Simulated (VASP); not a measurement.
Write the native input for VASP 6.6.1 that does the following.

- Task: relaxation of cell and atoms
- Functional: PBEsol-based global hybrid
- Potentials or basis: VASP PAW PBE potentials, release 64 (Bi_d)
- Cutoff: 600 eV
- k mesh: 5 × 5 × 5
- Occupations: fermi-dirac, width 0.05 eV
- Spin: no spin polarisation
- Dipole correction: no
- Grid for exact exchange (PRECFOCK): Normal
- Share of exact exchange: 0.25
- Further INCAR settings: ALGO = Normal; EDIFF = 1e-06; IBRION = 2; EDIFFG = -0.01; NSW = 60; ISIF = 3

The system is Bi.

```
CELL_PARAMETERS angstrom
-1.98143 1.98143 1.98143
1.98143 -1.98143 1.98143
1.98143 1.98143 -1.98143
ATOMIC_POSITIONS crystal
Bi 0.00000 0.00000 0.00000
```

One way to write it, as run:

POSCAR

```
Bi
1.0
   -1.9814305318      1.9814305318      1.9814305318
    1.9814305318     -1.9814305318      1.9814305318
    1.9814305318      1.9814305318     -1.9814305318
Bi
1
Direct
    0.0000000000      0.0000000000      0.0000000000
```

INCAR.step1

```
SYSTEM = Bi
ALGO = Normal ; EDIFF = 1E-5
ENCUT = 600 ; GGA = PE
ISMEAR = -1 ; LASPH = .True.
LCHARG = .False. ; LREAL = .False.
LWAVE = .True. ; NBANDS = 14
NELM = 100 ; PREC = Accurate
SIGMA = 0.05
```

INCAR.step2

```
SYSTEM = Bi
AEXX = 0.25 ; ALGO = Normal
EDIFF = 1E-6 ; EDIFFG = -0.01
ENCUT = 600 ; GGA = PS
IBRION = 2 ; ISIF = 3
ISMEAR = -1 ; ISTART = 1
LASPH = .True. ; LCHARG = .False.
LHFCALC = .True. ; LREAL = .False.
LWAVE = .False. ; NELM = 100
NSW = 60 ; PREC = Accurate
PRECFOCK = Normal ; SIGMA = 0.05
```

KPOINTS

```
k-points
0
Gamma
  5 5 5
  0 0 0
```

Potentials or basis: VASP PAW PBE potentials, release 64 (Bi_d).

Launch:

```sh
$ cat potpaw_PBE.64/Bi_d/POTCAR > POTCAR
$ cp INCAR.step1 INCAR
$ mpirun -np 1 vasp_std > vasp.out
$ cp INCAR.step2 INCAR
$ mpirun -np 1 vasp_std > vasp.out
```

Results of the run:

```yaml
Relaxed_volume: 28.97 Å³/atom
Relaxed_cell: a = 3.351 Å, b = 3.351 Å, c = 3.351 Å, α = 109.47°, β = 109.47°, γ = 109.47°
Space_group_after_relaxing_to_0.05_Å: Im-3m (No. 229)
Energy_gained_by_relaxing: 42.2 meV/atom
Ionic_steps: 6
Pressure_after_relaxing: 0.0 GPa
```

Caveat: the k points lie up to 0.46 Å⁻¹ apart in the final cell; the PAW data sets were made with another functional, which shifts forces and pressure a little.

Wall time 57 min on 1 thread of Intel(R) Xeon(R) Platinum 8259CL CPU @ 2.50GHz (Skylake/Cascade Lake), on a shared host, peak memory 0.19 GiB.
